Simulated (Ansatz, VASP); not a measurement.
**Two plane-wave programs on TaN**

File INCAR:

```
PREC = Accurate ; ENCUT = 520
EDIFF = 1E-7 ; ISMEAR = 0
SIGMA = 0.15 ; LREAL = False
LASPH = True ; NELM = 60
ALGO = Normal ; ISIF = 2
LWAVE = False ; LCHARG = False
GGA = PS ; NBANDS = 15
```

KPOINTS

```
Automatic mesh
0
Gamma
  18 18 18
```

Contents of POSCAR:

```
TaN
1.0
    0.0000000000      2.1790000000      2.3533200000
    2.1790000000      0.0000000000      2.3533200000
    2.1790000000      2.1790000000      0.0000000000
Ta N
1 1
Direct
    0.5000000000      0.5000000000      0.5000000000
    0.0000000000      0.0000000000      0.0000000000
```

Input for Ansatz:

```yaml
crystal:
  lattice:
    - [0.0, 2.179, 2.35332]
    - [2.179, 0.0, 2.35332]
    - [2.179, 2.179, 0.0]
  atoms:
    - { symbol: Ta, position: [0.5, 0.5, 0.5] }
    - { symbol: "N", position: [0.0, 0.0, 0.0] }
basis:
  ecutwfc: 420
kpoints:
  mp_grid: { grid: [18, 18, 18] }
hamiltonian:
  xc: pbesol
scf:
  occupations: { method: gaussian, width: 0.15 }
output:
  forces: true
  stress: true
  eigenvalues: true
```

Change from the starting cell: strain +0.000 along x and y, +0.080 along z, atoms carried along.

Alike in both runs: task single point; functional PBEsol; k mesh 18 × 18 × 18; occupations gaussian, width 0.15 eV; no spin polarisation.

|  | VASP | Ansatz |
| --- | --- | --- |
| version | VASP 6.6.1 | Ansatz 0.2.0 |
| potentials or method | VASP PAW PBE potentials, release 64 (Ta_pv, N), cutoff 520 eV | scalar-relativistic, plane waves, PAW |
| valence electrons in the cell | 16 | 18 |

|  | VASP | Ansatz | Ansatz less VASP |
| --- | --- | --- | --- |
| gap on the k mesh at the Fermi level (eV) | none | none | - |
| pressure (GPa) | -14.8 | -15.5 | -0.71 |
| traceless stress, the component that is largest in VASP (GPa) | -14.61 | -14.42 | +0.193 |

VASP's potentials were made for PBE, not for PBEsol. A gap of «none» marks a metal or a gap that the smearing closes. VASP's potentials hold 16 valence electrons a cell and Ansatz's 18, so a difference there can come from the potentials and not from the codes.

Neither program's run includes spin-orbit coupling.
